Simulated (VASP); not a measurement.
A run of VASP 6.6.1 is set up as follows.

File POSCAR:

```
CaSe
1.0
    0.0000000000      2.9560000000      2.9560000000
    2.9560000000      0.0000000000      2.9560000000
    2.9560000000      2.9560000000      0.0000000000
Se Ca
1 1
Direct
    0.5000000000      0.5000000000      0.5000000000
    0.0000000000      0.0000000000      0.0000000000
```

File INCAR.step1:

```
SYSTEM = CaSe
GGA      = RE             ! functional
ISMEAR   = 0              ! smearing method
SIGMA    = 0.03           ! smearing width, eV
LWAVE    = .False.        ! write WAVECAR
LCHARG   = .True.         ! write CHGCAR
NBANDS   = 24             ! bands
PREC     = Accurate       ! precision mode
LASPH    = .True.         ! aspherical terms in the spheres
LREAL    = .False.        ! projectors in reciprocal space
ALGO     = Normal         ! electronic algorithm
EDIFF    = 1E-6           ! SCF threshold, eV
NELM     = 120            ! most SCF steps
GGA_COMPAT= .False.      
ENCUT    = 520            ! plane-wave cutoff, eV
EFERMI   = MIDGAP
```

The input KPOINTS.step1:

```
k-points
0
Gamma
  7 7 7
```

File INCAR.step2:

```
SYSTEM = CaSe
GGA      = RE             ! functional
ISMEAR   = -5             ! smearing method
LWAVE    = .False.        ! write WAVECAR
LCHARG   = .False.        ! write CHGCAR
NBANDS   = 24             ! bands
PREC     = Accurate       ! precision mode
LASPH    = .True.         ! aspherical terms in the spheres
LREAL    = .False.        ! projectors in reciprocal space
ALGO     = Normal         ! electronic algorithm
EDIFF    = 1E-6           ! SCF threshold, eV
NELM     = 120            ! most SCF steps
GGA_COMPAT= .False.      
ENCUT    = 520            ! plane-wave cutoff, eV
EFERMI   = MIDGAP       
NEDOS    = 4001           ! points of the DOS
LORBIT   = 11             ! projections on sites
EMIN     = -13.383      
EMAX     = 11.617       
ICHARG   = 11             ! starting density
```

The input KPOINTS.step2:

```
Automatic mesh
0
Gamma
  24 24 24
  0 0 0
```

Potentials or basis: VASP PAW PBE potentials, release 64 (Se, Ca_sv).

Launch:

```console
$ cat potpaw_PBE.64/Se/POTCAR potpaw_PBE.64/Ca_sv/POTCAR > POTCAR
$ cp INCAR.step1 INCAR
$ cp KPOINTS.step1 KPOINTS
$ mpirun -np 1 vasp_std > vasp.out
$ cp INCAR.step2 INCAR
$ cp KPOINTS.step2 KPOINTS
$ mpirun -np 1 vasp_std > vasp.out
```

Question: Predict the band gap on the k mesh.

Answer: 2.10 eV (least direct gap 3.03 eV).

 A k mesh can miss the band edges.
